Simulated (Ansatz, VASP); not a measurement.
## One calculation of RbCl, two programs

File INCAR:

```
SYSTEM = RbCl
PREC     = Accurate       ! precision mode
ENCUT    = 500            ! plane-wave cutoff, eV
EDIFF    = 1E-6           ! SCF threshold, eV
ISMEAR   = 1              ! smearing method
SIGMA    = 0.01           ! smearing width, eV
LREAL    = .FALSE.        ! projectors in reciprocal space
LASPH    = .TRUE.         ! aspherical terms in the spheres
NELM     = 120            ! most SCF steps
ALGO     = Normal         ! electronic algorithm
ISIF     = 2              ! what is computed and relaxed
LWAVE    = .FALSE.        ! write WAVECAR
LCHARG   = .TRUE.         ! write CHGCAR
GGA      = PE             ! functional
LELF     = .TRUE.         ! ELF
LVHAR    = .TRUE.       
NBANDS   = 15             ! bands
GGA_COMPAT= .FALSE.
```

File KPOINTS:

```
Automatic mesh
0
G
  6 6 6
  0 0 0
```

POSCAR

```
RbCl
1.0
    0.0000000000      3.2740000000      3.2740000000
    3.2740000000      0.0000000000      3.2740000000
    3.2740000000      3.2740000000      0.0000000000
Rb Cl
1 1
Direct
    0.0000000000      0.0000000000      0.0000000000
    0.5000000000      0.5000000000      0.5000000000
```

Input for Ansatz:

```yaml
crystal:
  lattice:
    - [0.0, 3.274, 3.274]
    - [3.274, 0.0, 3.274]
    - [3.274, 3.274, 0.0]
  atoms:
    - { symbol: Rb, position: [0.0, 0.0, 0.0] }
    - { symbol: Cl, position: [0.5, 0.5, 0.5] }
kpoints:
  mp_grid:
    grid: [6, 6, 6]
hamiltonian:
  xc: pbe
  pseudopotentials:
    kind: paw
scf:
  occupations:
    method: methfessel_paxton
    width: 0.01
output:
  optics:
    de: 0.05
    sigma: 0.2
    nscf_kmesh:
      grid: [6, 6, 6]
```

Alike in both runs: task single point; functional PBE; k mesh 6 × 6 × 6; occupations methfessel-paxton of order 1, width 0.01 eV; no spin polarisation.

|  | VASP | Ansatz |
| --- | --- | --- |
| version | VASP 6.6.1 | Ansatz 0.2.0 |
| potentials or method | VASP PAW PBE potentials, release 64 (Rb_sv, Cl) | plane waves, PAW |
| plane-wave cutoff (eV) | 500 | 420 |
| valence electrons in the cell | 16 | 16 |

```tsv
	VASP	Ansatz	Ansatz less VASP
gap on the k mesh at the Fermi level (eV)	5.05	5.05	+0.003
```
